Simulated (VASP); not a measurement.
CaSe, 2 atoms in the cell. Symmetry: Fm-3m, No. 225, cubic system. Conventional cell: a = 5.990 Å, b = 5.990 Å, c = 5.990 Å, α = 90.00°, β = 90.00°, γ = 90.00°. Within 3.9 Å of Se (site symmetry m-3m) lie 6 Ca at 2.99 Å. Within 3.9 Å of Ca (site symmetry m-3m) lie 6 Se at 2.99 Å. 

| Quantity | Value |
| --- | --- |
| Program | VASP 6.6.1 |
| Task | single point |
| Functional | PBE |
| Potentials or basis | VASP PAW PBE potentials, release 64 (Se, Ca_sv) |
| Cutoff | 500 eV |
| k mesh | 8 × 8 × 8 |
| Occupations | fermi-dirac, width 0.05 eV |
| Spin | no spin polarisation |
| Dipole correction | no |
| Further INCAR settings | ALGO = Normal; EDIFF = 1e-06; NBANDS = 15 |

Potentials or basis: VASP PAW PBE potentials, release 64 (Se, Ca_sv).

Command:

```sh
$ cat potpaw_PBE.64/Se/POTCAR potpaw_PBE.64/Ca_sv/POTCAR > POTCAR
$ mpirun -np 1 vasp_std > vasp.out
```

Hardware: 1 thread of AMD EPYC 7R43 64-Core Processor (Zen 3), on a shared host.

Estimate the wall time of this run.

It took 51 s on 1 thread of AMD EPYC 7R43 64-Core Processor (Zen 3) (shared host), peak memory 0.14 GiB. Counts: scf iterations 13, k points 29.
